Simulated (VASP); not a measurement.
Al2HCl, 8 atoms in the cell. Symmetry: Pmmn, No. 59, orthorhombic system. Conventional cell: a = 3.446 Å, b = 5.309 Å, c = 8.345 Å, α = 90.00°, β = 90.00°, γ = 90.00°. Al (site symmetry m) has 3 H at 2.21 to 2.23 Å and 1 Cl at 2.38 Å and 4 Al at 2.55 to 2.76 Å within 2.9 Å. H (site symmetry mm2) has 6 Al at 2.21 to 2.23 Å and 2 Cl at 2.87 Å within 2.9 Å. Within 3.1 Å of Cl (site symmetry mm2) lie 2 Al at 2.38 Å and 2 H at 2.87 Å. 

| Item | Value |
| --- | --- |
| Program | VASP 6.6.1 |
| Task | single point |
| Functional | PBE |
| Potentials or basis | VASP PAW PBE potentials, release 64 (Al, H, Cl) |
| Cutoff | 520 eV |
| k mesh | 6 × 4 × 4 |
| Occupations | gaussian, width 0.1 eV |
| Spin | no spin polarisation |
| Dipole correction | no |
| Further INCAR settings | ALGO = Normal; EDIFF = 1e-06; NBANDS = 24 |

Potentials or basis: VASP PAW PBE potentials, release 64 (Al, H, Cl).

Command:

```sh
$ cat potpaw_PBE.64/Al/POTCAR potpaw_PBE.64/H/POTCAR potpaw_PBE.64/Cl/POTCAR > POTCAR
$ mpirun -np 1 vasp_std > vasp.out
```

Hardware: 1 thread of Oxide Virtual Turin-like Processor (shared host).

Q: How long does it take, and how much memory?

A: It took 3.2 min on 1 thread of Oxide Virtual Turin-like Processor, with other jobs on the host, peak memory 0.27 GiB. Counts: scf iterations 15, k points 36.
